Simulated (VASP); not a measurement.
# IrRh5 (P-6m2) in VASP: notebook

IrRh5 is run at these levels: PBE; tasks: single point.

All numbers are computed with VASP 6.6.1; they aren't measurements. Logs are shortened: lines on timing, memory, paths and dates and some standing lists are left out, and cuts for length are marked.

### 1 The cell of the first run

The structure is hexagonal, space group P-6m2 (No. 187). The conventional cell has a = 2.728 Å, b = 2.728 Å, c = 13.191 Å, α = 90.00°, β = 90.00°, γ = 120.00°. Ir (site symmetry -6m2) has 6 Rh at 2.70 Å and 6 Ir at 2.73 Å within 3.6 Å. Rh (site symmetry 3m) has 3 Ir at 2.70 Å and 9 Rh at 2.71 to 2.73 Å within 3.6 Å. Within 3.6 Å of Rh (site symmetry -6m2) lie 12 Rh at 2.70 to 2.73 Å. Rh (site symmetry 3m) has 12 Rh at 2.70 to 2.73 Å within 3.6 Å.

### 2 Single point, PBE

Input file INCAR:

```
SYSTEM = IrRh5
ALGO = Fast ; EDIFF = 1E-6
ENCUT = 520 ; GGA = PE
ISIF = 2 ; ISMEAR = 0
LASPH = .TRUE. ; LCHARG = .FALSE.
LREAL = .FALSE. ; LWAVE = .FALSE.
NBANDS = 51 ; NELM = 80
PREC = Accurate ; SIGMA = 0.1
```

Input file KPOINTS:

```
k-points
0
G
  18 18 4
  0 0 0
```

Input file POSCAR:

```
IrRh5
1.0
    2.7282983364      0.0000000289      0.0000000000
   -1.3641491932      2.3627756540      0.0000000000
    0.0000000000      0.0000000000     13.1908402000
Ir Rh
1 5
Direct
    0.6666666667      0.3333333333      0.5000000000
    0.3333333333      0.6666666667      0.6666140000
    0.3333333333      0.6666666667      0.0000000000
    0.3333333333      0.6666666667      0.3333860000
    0.6666666667      0.3333333333      0.8340350000
    0.6666666667      0.3333333333      0.1659650000
```

Potentials or basis: VASP PAW PBE potentials, release 64 (Ir, Rh_pv).

On the command line:

```
$ cat potpaw_PBE.64/Ir/POTCAR potpaw_PBE.64/Rh_pv/POTCAR > POTCAR
$ mpirun -np 1 vasp_std > vasp.out
```

OUTCAR:

```text
SYSTEM = IrRh5
   EDIFF = 1E-6
   ENCUT = 520
   GGA = PE
   ISIF = 2
   ISMEAR = 0
   LASPH = .TRUE.
   LREAL = .FALSE.
   NELM = 80
   PREC = Accurate

 ion  position               nearest neighbor table
   1  0.667  0.333  0.500-   2 2.70   4 2.70   2 2.70   4 2.70   2 2.70   4 2.70
   2  0.333  0.667  0.667-   1 2.70   1 2.70   1 2.70   5 2.71   5 2.71   5 2.71
   3  0.333  0.667  0.000-   5 2.70   6 2.70   5 2.70   6 2.70   5 2.70   6 2.70
   4  0.333  0.667  0.333-   1 2.70   1 2.70   1 2.70   6 2.71   6 2.71   6 2.71
   5  0.667  0.333  0.834-   3 2.70   3 2.70   3 2.70   2 2.71   2 2.71   2 2.71
   6  0.667  0.333  0.166-   3 2.70   3 2.70   3 2.70   4 2.71   4 2.71   4 2.71

  LATTYP: Found a hexagonal cell.
 ALAT       =     2.7282983364
 C/A-ratio  =     4.8348232391

  Lattice vectors:

 A1 = (   2.7282983364,   0.0000000289,   0.0000000000)
 A2 = (  -1.3641491932,   2.3627756540,   0.0000000000)
 A3 = (   0.0000000000,   0.0000000000,  13.1908402000)

Analysis of symmetry for initial positions (statically):
=====================================================================
 Subroutine PRICEL returns:
 Original cell was already a primitive cell.

 Routine SETGRP: Setting up the symmetry group for a
 hexagonal supercell.

 Subroutine GETGRP returns: Found 12 space group operations
 (whereof 12 operations were pure point group operations)
 out of a pool of 24 trial point group operations.

The static configuration has the point symmetry D_3h.

Analysis of symmetry for dynamics (positions and initial velocities):
=====================================================================
 Subroutine PRICEL returns:
 Original cell was already a primitive cell.

 Routine SETGRP: Setting up the symmetry group for a
 hexagonal supercell.

 Subroutine GETGRP returns: Found 12 space group operations
 (whereof 12 operations were pure point group operations)
 out of a pool of 24 trial point group operations.

The dynamic configuration has the point symmetry D_3h.

 Subroutine INISYM returns: Found 12 space group operations
 (whereof 12 operations are pure point group operations),
 and found     1 'primitive' translations

----------------------------------------------------------------------------------------

                                     Primitive cell

  volume of cell :      85.0329

  direct lattice vectors                    reciprocal lattice vectors
     2.728298336  0.000000029  0.000000000     0.366528829  0.211615523  0.000000000
    -1.364149193  2.362775654  0.000000000    -0.000000004  0.423231039  0.000000000
     0.000000000  0.000000000 13.190840200     0.000000000  0.000000000  0.075810182

  length of vectors
     2.728298336  2.728298336 13.190840200     0.423231039  0.423231039  0.075810182

  position of ions in fractional coordinates (direct lattice)
     0.666666667  0.333333333  0.500000000
     0.333333333  0.666666667  0.666614000
     0.333333333  0.666666667  0.000000000
     0.333333333  0.666666667  0.333386000
     0.666666667  0.333333333  0.834035000
     0.666666667  0.333333333  0.165965000

  ion indices of the primitive-cell ions
   primitive index   ion index
                 1           1
                 2           2
                 3           3
                 4           4
                 5           5
                 6           6

----------------------------------------------------------------------------------------

 KPOINTS: k-points

Automatic generation of k-mesh.
 Grid dimensions read from file:
 generate k-points for:   18   18    4

 Generating k-lattice:

  Cartesian coordinates                     Fractional coordinates (reciprocal lattice)
     0.020362713  0.011756418  0.000000000     0.055555556  0.000000000  0.000000000
    -0.000000000  0.023512835  0.000000000    -0.000000000  0.055555556  0.000000000
     0.000000000  0.000000000  0.018952546     0.000000000  0.000000000  0.250000000

  Length of vectors
     0.023512835  0.023512835  0.018952546

  Shift w.r.t. Gamma in fractional coordinates (k-lattice)
     0.000000000  0.000000000  0.000000000

 Subroutine IBZKPT returns following result:
 ===========================================

 Found    111 irreducible k-points:

 Following reciprocal coordinates:
            Coordinates               Weight
  0.000000  0.000000  0.000000      1.000000
  0.055556  0.000000  0.000000      6.000000
  0.111111  0.000000  0.000000      6.000000
  0.166667  0.000000  0.000000      6.000000
  0.222222  0.000000  0.000000      6.000000
  0.277778 -0.000000  0.000000      6.000000
[... 16 lines left out ...]
  0.333333  0.111111  0.000000     12.000000
  0.388889  0.111111  0.000000     12.000000
 [... further k-points ...]
   k-points           NKPTS =    111   k-points in BZ     NKDIM =    111   number of bands    NBANDS=     51
   number of dos      NEDOS =    301   number of ions     NIONS =      6
   total plane-waves  NPLWV =  39200
   dimension x,y,z NGX =    20 NGY =   20 NGZ =   98
   dimension x,y,z NGXF=    40 NGYF=   40 NGZF=  196
   ions per type =               1   5
   NGX,Y,Z   is equivalent  to a cutoff of  12.19, 12.19, 12.35 a.u.
   NGXF,Y,Z  is equivalent  to a cutoff of  24.37, 24.37, 24.70 a.u.
 SYSTEM =  IrRh5
   PREC   = accura    normal or accurate (medium, high low for compatibility)
   ISTART =      0    job   : 0-new  1-cont  2-samecut
   ICHARG =      2    charge: 1-file 2-atom 10-const
   ISPIN  =      1    spin polarized calculation?
   LNONCOLLINEAR =      F non collinear calculations
   LSORBIT =      F    spin-orbit coupling
   LASPH  =      T    aspherical Exc in radial PAW
   ENCUT  =  520.0 eV  38.22 Ry    6.18 a.u.   5.07  5.07 24.53*2*pi/ulx,y,z
   NELM   =     80;   NELMIN=  2; NELMDL= -5     # of ELM steps
   EDIFF  = 0.1E-05   stopping-criterion for ELM
   LREAL  =      F    real-space projection
   EDIFFG = 0.1E-04   stopping-criterion for IOM
   NSW    =      0    number of steps for IOM
   IBRION =     -1    ionic relax: 0-MD 1-quasi-New 2-CG
   NFREE  =      0    steps in history (QN), initial steepest desc. (CG)
   ISIF   =      2    stress and relaxation
   ISYM   =      2    0-nonsym 1-usesym 2-fastsym
   POTIM  = 0.5000    time-step for ionic-motion
   TEBEG  =    0.0;   TEEND  =   0.0 temperature during run
   PSTRESS=    0.0 pullay stress
   NELECT =      84.0000    total number of electrons
   NUPDOWN=      -1.0000    fix difference up-down
   EMIN   =  10.00;   EMAX   =-10.00  energy-range for DOS
   EFERMI =   0.00;   METHOD = LEGACY
   ISMEAR =     0;   SIGMA  =   0.10  broadening in eV -4-tet -1-fermi 0-gaus
   EFERMI_NEDOS =   21; number of points for ismear=-14 and -15
   IALGO  =     68    algorithm
   IMIX   =      4    mixing-type and parameters
     AMIX     =   0.40;   BMIX     =  1.00
     AMIX_MAG =   1.60;   BMIX_MAG =  1.00
  volume/ion in A,a.u.               =      14.17        95.64
  Fermi-wavevector in a.u.,A,eV,Ry     =   1.630443  3.081091 36.168977  2.658345
  Thomas-Fermi vector in A             =   2.722743
   LORBIT       =      0    0 simple, 1 ext, 2 COOP (PROOUT), +10 PAW based schemes
   GGA     = PE    functional components
   LHFCALC =     F    Hartree Fock is set to
   AEXX    =    0.0000 exact exchange contribution
   IVDW    =     0    specifies the selected vdW correction
   LEPSILON=     F    determine dielectric tensor
   LRPA    =     F    only Hartree local field effects (RPA)
 non-spin polarized calculation
 RMM-DIIS sequential band-by-band and
 Gauss-broadening in eV      SIGMA  =   0.10
  energy-cutoff  :      520.00
  volume of cell :       85.03
 maximum number of plane-waves:      2322
   NGX = 11   NGY = 11   NGZ = 49

 number of electron      84.0000016 magnetization

 Free energy of the ion-electron system (eV)
  ---------------------------------------------------
  ext. energy  EPLUGINS =         0.00000000
  ---------------------------------------------------
  free energy    TOTEN  =       -44.96808977 eV

  energy without entropy =      -44.92380739  energy(sigma->0) =      -44.94594858

 E-fermi :  11.2786     XC(G=0): -13.8614

 val. band max:       11.2780747012   @ k =   0.2778   0.1111   0.5000
 cond. band min:      11.2791140033   @ k =   0.3889   0.0000   0.2500
 fundamental gap:      0.0010393021
 Fermi energy:        11.2786251157

 k-point     1 :       0.0000    0.0000    0.0000
  band No.  band energies     occupation
      1     -35.7957      2.00000
      2     -35.6950      2.00000
      3     -35.5562      2.00000
      4     -35.3444      2.00000
      5     -35.2489      2.00000
      6     -35.2489      2.00000
[... 43 lines left out ...]
     50      11.4694      0.00698
     51      11.8448      0.00000

 k-point     2 :       0.0556    0.0000    0.0000
  band No.  band energies     occupation
      1     -35.7901      2.00000
      2     -35.6918      2.00000
      3     -35.5562      2.00000
      4     -35.3496      2.00000
      5     -35.2631      2.00000
      6     -35.2620      2.00000
[... 43 lines left out ...]
     50      11.5650      0.00005
     51      12.8116      0.00000

 k-point     3 :       0.1111    0.0000    0.0000
  band No.  band energies     occupation
      1     -35.7739      2.00000
      2     -35.6828      2.00000
      3     -35.5571      2.00000
      4     -35.3693      2.00000
      5     -35.3064      2.00000
      6     -35.2992      2.00000
[... 43 lines left out ...]
     50      12.0879      0.00000
     51      14.0437      0.00000
[... 1027 lines left out ...]
 k-point    23 :       0.3333    0.1111    0.0000
  band No.  band energies     occupation
      1     -35.7104      2.00000
      2     -35.7075      2.00000
      3     -35.6692      2.00000
      4     -35.6661      2.00000
      5     -35.5975      2.00000
      6     -35.5569      2.00000
[... 43 lines left out ...]
     50      15.4925      0.00000
     51      19.0411      0.00000

 k-point    24 :       0.3889    0.1111    0.0000
  band No.  band energies     occupation
      1     -35.7384      2.00000
      2     -35.7366      2.00000
      3     -35.7043      2.00000
      4     -35.6919      2.00000
      5     -35.6216      2.00000
      6     -35.5351      2.00000
[... 43 lines left out ...]
     50      15.8239      0.00000
     51      17.4204      0.00000

 [... further k-points ...]

------------------------ aborting loop because EDIFF is reached ----------------------------------------

  FORCE on cell =-STRESS in cart. coord.  units (eV):
  Direction    XX          YY          ZZ          XY          YZ          ZX
  --------------------------------------------------------------------------------------
  -------------------------------------------------------------------------------------
  Total        0.0569923      0.0569923      0.0657618      0.0000000      0.0000000      0.0000000
  in kB        1.0738417      1.0738417      1.2390756      0.0000000      0.0000000      0.0000000
  external PRESSURE =       1.1289196 kB  Pullay stress =       0.0000000 kB

 VOLUME and BASIS-vectors are now :
 -----------------------------------------------------------------------------
  energy-cutoff  :      520.00
  volume of cell :       85.03
      direct lattice vectors                 reciprocal lattice vectors
     2.728298336  0.000000029  0.000000000     0.366528829  0.211615523  0.000000000
    -1.364149193  2.362775654  0.000000000    -0.000000004  0.423231039  0.000000000
     0.000000000  0.000000000 13.190840200     0.000000000  0.000000000  0.075810182

 POSITION                                       TOTAL-FORCE (eV/Angst)
 -----------------------------------------------------------------------------------
      1.36415      0.78759      6.59542        -0.000000     -0.000000      0.000000
     -0.00000      1.57518      8.79320         0.000000      0.000000      0.020677
     -0.00000      1.57518      0.00000         0.000000      0.000000      0.000000
     -0.00000      1.57518      4.39764        -0.000000     -0.000000     -0.020677
      1.36415      0.78759     11.00162         0.000000      0.000000     -0.004037
      1.36415      0.78759      2.18922        -0.000000      0.000000      0.004037
 -----------------------------------------------------------------------------------
    total drift:                                0.000000     -0.000000      0.000000

  FREE ENERGIE OF THE ION-ELECTRON SYSTEM (eV)
  ---------------------------------------------------
  free  energy   TOTEN  =       -44.9680897713 eV

  energy  without entropy=      -44.9238073926  energy(sigma->0) =      -44.94594858
```

Wall time 4.7 min (1 thread of AMD EPYC 9R45 (Zen 5), shared host); peak memory 0.43 GiB.

Results:

```
Free energy            : -44.9681 eV
Pressure               : 0.1 GPa
Largest force          : 0.021 eV/Å
Band gap on the k mesh : zero (bands 42 and 43 overlap by 2.12 eV)
```

Forces on the atoms (eV/Å):
```
Ir   0.000  0.000  0.000
Rh   0.000  0.000  0.021
Rh   0.000  0.000  0.000
Rh   0.000  0.000 -0.021
Rh   0.000  0.000 -0.004
Rh   0.000  0.000  0.004
```

Levels at points of the mesh, in eV from the Fermi level:
| k point | band 39 | band 40 | band 41 | band 42 | band 43 | band 44 |
| --- | --- | --- | --- | --- | --- | --- |
| (0.00, 0.00, 0.00) | -1.94 | -1.94 | -1.04 | -1.04 | -1.03 | -1.03 |
| (0.50, 0.00, 0.00) | 0.50 | 0.59 | 0.60 | 0.61 | 0.66 | 0.67 |
| (0.00, 0.00, 0.50) | -1.67 | -1.61 | -1.61 | -0.58 | -0.49 | -0.49 |
| (0.50, 0.00, 0.50) | 0.21 | 0.46 | 0.50 | 0.51 | 0.60 | 0.66 |

Caveat: spin-orbit coupling is left out, which moves the levels of the heavy elements.

### 3 Single point, PBE (14.60 Å³/atom)

This run uses another cell than the first one, of 14.60 Å³/atom.

Input file INCAR:

```
SYSTEM = IrRh5
PREC = Accurate ; ENCUT = 520
EDIFF = 1E-6 ; ISMEAR = 0
SIGMA = 0.1 ; LREAL = .FALSE.
LASPH = .TRUE. ; NELM = 80
ALGO = Fast ; ISIF = 2
LWAVE = .FALSE. ; LCHARG = .FALSE.
GGA = PE ; NBANDS = 51
```

Input file KPOINTS:

```
regular mesh
0
G
  18 18 4
  0 0 0
```

Input file POSCAR:

```
IrRh5
1.0
    2.7558840388      0.0000000292      0.0000000000
   -1.3779420447      2.3866655729      0.0000000000
    0.0000000000      0.0000000000     13.3159305444
Ir Rh
1 5
Direct
    0.6666666667      0.3333333333      0.5000000000
    0.3333333333      0.6666666667      0.6661772811
    0.3333333333      0.6666666667      0.0000000000
    0.3333333333      0.6666666667      0.3338227189
    0.6666666667      0.3333333333      0.8338874773
    0.6666666667      0.3333333333      0.1661125227
```

Potentials or basis: VASP PAW PBE potentials, release 64 (Ir, Rh_pv).

On the command line:

```
$ cat potpaw_PBE.64/Ir/POTCAR potpaw_PBE.64/Rh_pv/POTCAR > POTCAR
$ mpirun -np 1 vasp_std > vasp.out
```

Run time: 5.2 min. Hardware: 1 thread of AMD EPYC 9R45 (Zen 5), shared host; peak memory 0.44 GiB.

It converged, with:

```
Free energy            : -44.9108 eV
Pressure               : -7.3 GPa
Largest force          : 0.017 eV/Å
Band gap on the k mesh : zero (bands 42 and 43 overlap by 2.02 eV)
```

Forces in eV/Å, atoms in the order of the input:
```
Ir   0.000  0.000  0.000
Rh   0.000  0.000  0.017
Rh   0.000  0.000  0.000
Rh   0.000  0.000 -0.017
Rh   0.000  0.000 -0.004
Rh   0.000  0.000  0.004
```

Levels at points of the mesh, in eV from the Fermi level:
| k point | band 37 | band 38 | band 39 | band 40 | band 41 | band 42 | band 43 | band 44 | band 45 | band 46 |
| --- | --- | --- | --- | --- | --- | --- | --- | --- | --- | --- |
| (0.00, 0.00, 0.00) | -2.08 | -2.05 | -1.85 | -1.85 | -0.99 | -0.99 | -0.99 | -0.99 | -0.09 | -0.09 |
| (0.50, 0.00, 0.00) | 0.35 | 0.44 | 0.47 | 0.56 | 0.57 | 0.58 | 0.62 | 0.63 | 1.06 | 1.36 |
| (0.00, 0.00, 0.50) | -2.41 | -1.60 | -1.60 | -1.53 | -1.53 | -0.51 | -0.47 | -0.47 | -0.36 | -0.36 |
| (0.50, 0.00, 0.50) | -0.30 | 0.14 | 0.20 | 0.44 | 0.48 | 0.49 | 0.56 | 0.62 | 1.06 | 2.09 |

Caveat: the cell stands under tension; spin-orbit coupling is left out, which moves the levels of the heavy elements.
